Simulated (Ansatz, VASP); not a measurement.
**Two plane-wave programs on CdS3**

```
Cd S
1.0
     4.39719    0.00000    0.00000
     0.00000    4.39719    0.00000
     0.00000    0.00000    4.39719
Cd S
1 3
Cartesian
  0.0000 0.0000 0.0000
  0.0000 2.1986 2.1986
  2.1986 0.0000 2.1986
  2.1986 2.1986 0.0000
```

Alike in both runs: task relaxation of cell and atoms; functional PBE; k mesh 4 × 4 × 4; occupations gaussian, width 0.1 eV; no spin polarisation.

|  | VASP | Ansatz |
| --- | --- | --- |
| version | VASP 6.6.1 | Ansatz 0.2.0 |
| potentials or method | VASP PAW PBE potentials, release 64 (Cd, S), cutoff 600 eV | scalar-relativistic, plane waves, PAW |
| valence electrons in the cell | 30 | 38 |

```tsv
	VASP	Ansatz	Ansatz less VASP
gap on the k mesh at the Fermi level, each at its own relaxed structure (eV)	none	none	-
relaxed volume (Å³/atom)	18.69	18.71	+0.019
relaxed length of the cell vector where the two differ most in proportion (Å)	4.213	4.214	+0.0014
```

A gap of «none» marks a metal or a gap that the smearing closes. VASP's potentials hold 30 valence electrons a cell and Ansatz's 38, so a difference there can come from the potentials and not from the codes.
